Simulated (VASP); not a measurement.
Input of a VASP 6.6.1 run:

The input INCAR:

```
PREC     = Accurate       # precision mode
ENCUT    = 1000           # plane-wave cutoff, eV
EDIFF    = 1E-6           # SCF threshold, eV
ISMEAR   = -1             # smearing method
SIGMA    = 0.02           # smearing width, eV
LREAL    = Auto         
LASPH    = T              # aspherical terms in the spheres
NELM     = 120            # most SCF steps
ALGO     = Normal         # electronic algorithm
ISIF     = 2              # what is computed and relaxed
LWAVE    = F              # write WAVECAR
LCHARG   = F              # write CHGCAR
GGA      = PE             # functional
IVDW     = 12             # dispersion correction
NBANDS   = 67             # bands
GGA_COMPAT= F
```

File KPOINTS:

```
Automatic mesh
0
Gamma
  1 1 1
```

The input POSCAR:

```
H3C3NO2
1.0
    7.4476350000      0.0000000000      0.0000000000
    0.0000000000      7.4476350000      0.0000000000
    0.0000000000      0.0000000000      7.4476350000
C N H O
9 3 9 6
Direct
    0.7810801684      0.7588180677      0.6683195404
    0.7798448769      0.9539941203      0.7102388879
    0.4708877382      0.0944326622      0.3125958778
    0.5808823875     -0.0112787482      0.1955117296
   -0.0538828769      0.2552219597      0.3330856037
    0.0773936961      0.3860554391      0.3717958788
    0.2260583393      0.7820334912      0.5811106479
    0.3457607684      0.2272802037      0.8188908291
    0.6612837498      0.4986146609      0.1023412130
    0.7693851807      1.1113863663      0.7368513629
    0.6708169775     -0.0882427777      0.0855573615
    0.1926114800      0.4854964025      0.4085995084
    0.7517285689      0.7378449669      0.5355794155
    0.9059923049      0.7031225349      0.7360725922
    0.6659026657      0.6839083817      0.7274792602
    0.3419474773      0.0194558407      0.3311521040
    0.5357539675      0.1152580651      0.4476723148
    0.4311838590      0.2261120477      0.2604719485
    0.0266527562      0.1379632595      0.3133075131
   -0.1511620803      0.2215065588      0.4446646486
   -0.1391314155      0.3181144081      0.2229701106
    0.3441360915      0.7297350098      0.6757984246
    0.1166679087      0.8365877221      0.4871613606
    0.3851289705      0.1120221386      0.7158111266
    0.2986854216      0.3526354339      0.8995473060
    0.7139581894      0.4533251160     -0.0356220465
    0.6000831136      0.5381037067      0.2428690450
```

Potentials or basis: VASP PAW PBE potentials, release 64 (C_h, N_h, H_h, O_h).

Run with:

```sh
$ cat potpaw_PBE.64/C_h/POTCAR potpaw_PBE.64/N_h/POTCAR potpaw_PBE.64/H_h/POTCAR potpaw_PBE.64/O_h/POTCAR > POTCAR
$ mpirun -np 1 vasp_gam > vasp.out
```

(1) What does it give for the dispersion energy per atom?

(2) Estimate the pressure.

(3) What does it give for the largest force?

Results:

(1) -0.050 eV.

(2) -0.5 GPa.

(3) 4.505 eV/Å.

Caveat: the k points lie up to 0.84 Å⁻¹ apart, too coarse for converged energies, forces and pressures; the atoms stand as in a frame of molecular dynamics.
